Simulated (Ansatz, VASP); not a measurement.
## N: VASP beside Ansatz

Contents of POSCAR:

```
N
1.0
    3.5792591437      0.0000000000      0.0000000000
   -1.7896295718      3.0997293451      0.0000000000
    0.0000000000      0.0000000000      7.6409876717
N
4
Direct
    0.3333333333      0.6666666667      0.3215760822
    0.3333333333      0.6666666667      0.1784239178
    0.6666666667      0.3333333333      0.8215760822
    0.6666666667      0.3333333333      0.6784239178
```

Contents of INCAR.step1:

```
SYSTEM = N
  PREC = Accurate
  ENCUT = 520
  EDIFF = 1E-5
  ISMEAR = 0
  SIGMA = 0.01
  LREAL = .False.
  LASPH = .True.
  NELM = 100
  ALGO = Normal
  ISIF = 2
  LWAVE = .True.
  NBANDS = 18
  GGA = PE
```

The input INCAR.step2:

```
SYSTEM = N
  PREC = Accurate
  ENCUT = 520
  EDIFF = 1E-7
  ISMEAR = 0
  SIGMA = 0.01
  LREAL = .False.
  LASPH = .True.
  NELM = 100
  ALGO = Normal
  ISIF = 2
  LWAVE = .False.
  LCHARG = .True.
  METAGGA = R2SCAN
  LHFCALC = .True.
  AEXX = 0.25
  LMIXTAU = .True.
  PRECFOCK = Normal
  LELF = .True.
  LVHAR = .True.
  NBANDS = 18
  ISTART = 1
```

The input KPOINTS:

```
Automatic mesh
0
Gamma
  6 6 2
  0 0 0
```

Input for Ansatz:

```yaml
crystal:
  lattice:
    - [3.5792591437, 0.0, 0.0]
    - [-1.7896295718, 3.0997293451, 0.0]
    - [0.0, 0.0, 7.6409876717]
  atoms:
    - { symbol: "N", position: [0.3333333333, 0.6666666667, 0.3215760822] }
    - { symbol: "N", position: [0.3333333333, 0.6666666667, 0.1784239178] }
    - { symbol: "N", position: [0.6666666667, 0.3333333333, 0.8215760822] }
    - { symbol: "N", position: [0.6666666667, 0.3333333333, 0.6784239178] }
kpoints:
  mp_grid: { grid: [6, 6, 2] }
  band_path:
    path:
      - [0.0, 0.0, 0.0]
      - [0.5, 0.0, 0.0]
      - [0.3333333333, 0.3333333333, 0.0]
      - [0.0, 0.0, 0.5]
      - [0.5, 0.0, 0.5]
      - [0.3333333333, 0.3333333333, 0.5]
      - [0.15625, 0.15625, 0.0]
      - [0.0, 0.5, 0.0]
    npoints: 1
hamiltonian:
  xc: r2scan0
scf:
  occupations: { method: fixed }
  n_extra_bands: 5
output:
  forces: true
  stress: true
  eigenvalues: true
  write_density: true
  write_potential: true
  elf: true
  volumetric_format: npy
```

Alike in both runs: task single point; functional r2SCAN0; k mesh 6 × 6 × 2; no spin polarisation.

|  | VASP | Ansatz |
| --- | --- | --- |
| version | VASP 6.6.1 | Ansatz 0.2.0 |
| potentials or method | VASP PAW PBE potentials, release 64 (N) | plane waves, PAW |
| plane-wave cutoff (eV) | 520 | 500 |
| occupations | gaussian, width 0.01 eV | fixed |
| valence electrons in the cell | 20 | 20 |

```tsv
	VASP	Ansatz	Ansatz less VASP
gap on the k mesh at the Fermi level (eV)	10.53	10.59	+0.057
pressure (GPa)	1.1	-1.9	-3.02
traceless stress, the component that is largest in VASP (GPa)	2.27	-4.56	-6.833
rms of the force components (eV/Å)	0.504	0.945	+0.4414
```

VASP's potentials were made for PBE, not for r2SCAN0. Atom by atom the forces differ by 1.448 eV/Å (rms over components). Ansatz's warnings: stress exchange threshold loose, stress scf threshold loose.

Noted on VASP's run: the standard files for N, O and F lose accuracy on very short bonds.
